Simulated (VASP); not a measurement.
The system is Au.

```
Au
1.0
     0.00000    2.04000    2.04000
     2.04000    0.00000    2.04000
     2.04000    2.04000    0.00000
Au
1
Direct
  0.00000 0.00000 0.00000
```

```yaml
Program: VASP 6.6.1
Task: relaxation of cell and atoms
Functional: PBE
Potentials_or_basis: VASP PAW PBE potentials, release 64 (Au)
Cutoff: 600 eV
k_mesh: 23 × 23 × 23
Occupations: methfessel-paxton, width 0.1 eV
Spin: no spin polarisation
```

At the start: pressure 9.1 GPa; volume 16.98 Å³/atom.

Problem. Where does the relaxation end?

Solution. Over 4 steps the energy falls by 25.5 meV/atom and the volume is 17.94 Å³/atom (+5.7 %); space group Fm-3m (No. 225, to 0.1 Å) before and after.

The path:
```tsv
step	energy change (eV)	largest force (eV/Å)	pressure (GPa)	volume (Å³)
1	0.0000	0.0000	9.08	16.98
2	0.0204	0.0000	-8.78	19.46
3	-0.0255	0.0000	-0.17	17.96
4	-0.0255	0.0000	-0.02	17.94
```

Final structure:
```cif
data_structure
_symmetry_space_group_name_H-M 'P 1'
_symmetry_Int_Tables_number 1
_cell_length_a 2.9385
_cell_length_b 2.9385
_cell_length_c 2.9385
_cell_angle_alpha 60.000
_cell_angle_beta 60.000
_cell_angle_gamma 60.000
_cell_volume 17.94
loop_
_atom_site_label
_atom_site_type_symbol
_atom_site_fract_x
_atom_site_fract_y
_atom_site_fract_z
_atom_site_occupancy
Au1 Au 0.00000 0.00000 0.00000 1
```
